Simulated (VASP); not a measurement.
Input of a VASP 6.6.1 run:

INCAR

```
SYSTEM = Ni
PREC     = Accurate       ! precision mode
ENCUT    = 520            ! plane-wave cutoff, eV
EDIFF    = 1E-6           ! SCF threshold, eV
ISMEAR   = -1             ! smearing method
SIGMA    = 0.05           ! smearing width, eV
LREAL    = .False.        ! projectors in reciprocal space
LASPH    = .True.         ! aspherical terms in the spheres
NELM     = 150            ! most SCF steps
ALGO     = Normal         ! electronic algorithm
ISIF     = 2              ! what is computed and relaxed
LWAVE    = .False.        ! write WAVECAR
LCHARG   = .False.        ! write CHGCAR
ISPIN    = 2              ! spin polarisation
MAGMOM   = 0.607          ! initial moments
LORBIT   = 11             ! projections on sites
LMAXMIX  = 4              ! l up to which the mixer works
GGA      = CA             ! functional
NBANDS   = 15             ! bands
```

The input KPOINTS:

```
regular mesh
0
Gamma
  23 23 23
  0 0 0
```

File POSCAR:

```
Ni
1.0
    0.0000000000      1.7124646296      1.7124646296
    1.7124646296      0.0000000000      1.7124646296
    1.7124646296      1.7124646296      0.0000000000
Ni
1
Direct
    0.0000000000      0.0000000000      0.0000000000
```

Potentials or basis: VASP PAW LDA potentials, release 64 (Ni).

The run is started by

```bash
$ cat potpaw_LDA.64/Ni/POTCAR > POTCAR
$ mpirun -np 1 vasp_std > vasp.out
```

Problem. What does it give for the net moment?

Solution. 0.58 μB per cell.

Problem. What does it give for the pressure?

Solution. -0.4 GPa.

Problem. Estimate the site moments.

Solution. Ni +0.58 μB.
